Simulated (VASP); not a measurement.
Write the native input for VASP 6.6.1 that does the following.

| Quantity | Value |
| --- | --- |
| Task | single point |
| Functional | PBE |
| Dispersion | D3(BJ) |
| Potentials or basis | VASP PAW PBE potentials, release 64 (B, O) |
| Cutoff | 520 eV |
| k mesh | 21 × 21 × 6 |
| Occupations | gaussian, width 0.15 eV |
| Spin | no spin polarisation |
| Dipole correction | no |
| Further INCAR settings | ALGO = Fast; EDIFF = 1e-06; NBANDS = 21 |

The structure of B2O lies in POSCAR:

```
B2O
1.0
    2.5455823096      0.0000000000      0.0000000000
   -1.2727911548      2.2045389476      0.0000000000
    0.0000000000      0.0000000000      9.6776733662
B O
4 2
Direct
    0.0000000000      0.0000000000      0.4099026039
    0.0000000000      0.0000000000      0.5900973961
    0.6666666667      0.3333333333      0.0293462865
    0.3333333333      0.6666666667      0.9706537135
    0.6666666667      0.3333333333      0.3525784977
    0.3333333333      0.6666666667      0.6474215023
```

The input as run:

INCAR

```
SYSTEM = B2O
PREC = Accurate
ENCUT = 520
EDIFF = 1E-6
ISMEAR = 0
SIGMA = 0.15
LREAL = .FALSE.
LASPH = .TRUE.
NELM = 80
ALGO = Fast
ISIF = 2
LWAVE = .FALSE.
LCHARG = .TRUE.
GGA = PE
IVDW = 12
LELF = .TRUE.
LVHAR = .TRUE.
NBANDS = 21
```

KPOINTS

```
regular mesh
0
G
  21 21 6
  0 0 0
```

Potentials or basis: VASP PAW PBE potentials, release 64 (B, O).

Command:

```console
$ cat potpaw_PBE.64/B/POTCAR potpaw_PBE.64/O/POTCAR > POTCAR
$ mpirun -np 1 vasp_std > vasp.out
```

It gave:

```json
{"Pressure": "0.2 GPa", "Largest force": "0.038 eV/Å", "Band gap on the k mesh": "zero (bands 12 and 13 overlap by 4.33 eV)", "Dispersion energy per atom": "-0.133 eV"}
```

It took 6.7 min on 1 thread of Oxide Virtual Turin-like Processor (shared host), peak memory 0.32 GiB.
